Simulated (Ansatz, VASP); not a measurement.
NaCl in VASP and in Ansatz

Contents of POSCAR:

```
NaCl
1.0
    0.0000000000      2.5842125355      2.5842125355
    2.5842125355      0.0000000000      2.5842125355
    2.5842125355      2.5842125355      0.0000000000
Na Cl
1 1
Direct
    0.0000000000      0.0000000000      0.0000000000
    0.5000000000      0.5000000000      0.5000000000
```

Contents of INCAR.step1:

```
SYSTEM = NaCl
  PREC = Accurate
  ENCUT = 520
  ISMEAR = 0
  SIGMA = 0.02
  LREAL = .False.
  LASPH = .True.
  NELM = 100
  NBANDS = 14
  GGA = PE
  ALGO = Normal
  EDIFF = 1E-4
  LWAVE = .True.
  LCHARG = .False.
```

The input INCAR.step2:

```
SYSTEM = NaCl
  PREC = Accurate
  ENCUT = 520
  EDIFF = 1E-6
  ISMEAR = 0
  SIGMA = 0.02
  LREAL = .False.
  LASPH = .True.
  NELM = 100
  ALGO = Normal
  ISIF = 2
  LWAVE = .False.
  LCHARG = .False.
  METAGGA = R2SCAN
  LMIXTAU = .True.
  NBANDS = 14
  ISTART = 1
```

The input KPOINTS:

```
regular mesh
0
Gamma
  8 8 8
  0 0 0
```

Input for Ansatz:

```yaml
crystal:
  lattice:
    - [0.0, 2.5842125355, 2.5842125355]
    - [2.5842125355, 0.0, 2.5842125355]
    - [2.5842125355, 2.5842125355, 0.0]
  atoms:
    - { symbol: Na, position: [0.0, 0.0, 0.0] }
    - { symbol: Cl, position: [0.5, 0.5, 0.5] }
basis:
  ecutwfc: 500
kpoints:
  mp_grid: { grid: [8, 8, 8] }
  band_path:
    path:
      - [[0.0, 0.0, 0.0], [0.5, 0.0, 0.5], [0.625, 0.25, 0.625]]
      - [[0.375, 0.375, 0.75], [0.0, 0.0, 0.0], [0.5, 0.5, 0.5], [0.5, 0.25, 0.75], [0.5, 0.0, 0.5]]
    npoints: 12
hamiltonian:
  xc: r2scan
scf:
  occupations: { method: gaussian, width: 0.02 }
  n_extra_bands: 6
output:
  forces: true
  stress: true
  eigenvalues: true
```

Alike in both runs: task single point; functional r2SCAN; k mesh 8 × 8 × 8; occupations gaussian, width 0.02 eV; no spin polarisation.

|  | VASP | Ansatz |
| --- | --- | --- |
| version | VASP 6.6.1 | Ansatz 0.2.0 |
| potentials or method | VASP PAW PBE potentials, release 64 (Na_pv, Cl), cutoff 520 eV | scalar-relativistic, plane waves, PAW |
| valence electrons in the cell | 14 | 16 |

```tsv
	VASP	Ansatz	Ansatz less VASP
gap on the k mesh at the Fermi level (eV)	7.25	7.22	-0.028
least direct gap on the mesh (eV)	7.25	7.22	-0.028
pressure (GPa)	11.7	12.0	+0.29
```

VASP's potentials were made for PBE, not for r2SCAN. VASP's potentials hold 14 valence electrons a cell and Ansatz's 16, so a difference there can come from the potentials and not from the codes.
